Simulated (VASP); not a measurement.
Rh, 2 atoms in the cell. Symmetry: P6_3/mmc, No. 194, hexagonal system. Conventional cell: a = 2.830 Å, b = 2.830 Å, c = 4.554 Å, α = 90.00°, β = 90.00°, γ = 120.00°. Within 3.7 Å of Rh (site symmetry -6m2) lie 12 Rh at 2.80 to 2.83 Å. This isn't the form of Rh at room conditions, which is fcc.

- Program: VASP 6.6.1
- Task: single point
- Functional: PBE
- Potentials or basis: VASP PAW PBE potentials, release 64 (Rh_pv)
- Cutoff: 500 eV
- k mesh: 21 × 21 × 12
- Occupations: gaussian, width 0.15 eV
- Spin: collinear spin
- Starting moments: [0.125, 0.125] μB
- Fixed moment: 0.25 μB
- Dipole correction: no
- Further INCAR settings: ALGO = Normal; EDIFF = 1e-06; NBANDS = 26

Potentials or basis: VASP PAW PBE potentials, release 64 (Rh_pv).

Run with:

```console
$ cat potpaw_PBE.64/Rh_pv/POTCAR > POTCAR
$ mpirun -np 1 vasp_std > vasp.out
```

Hardware: 1 thread of AMD EPYC 9R45 96-Core Processor (Zen 5), with other jobs on the host.

**Question.** Estimate the wall time of this run.

**Answer.** Wall time 4.6 min on 1 thread of AMD EPYC 9R45 96-Core Processor (Zen 5) (shared host), peak memory 0.4 GiB. Counts: scf iterations 12, k points 336.
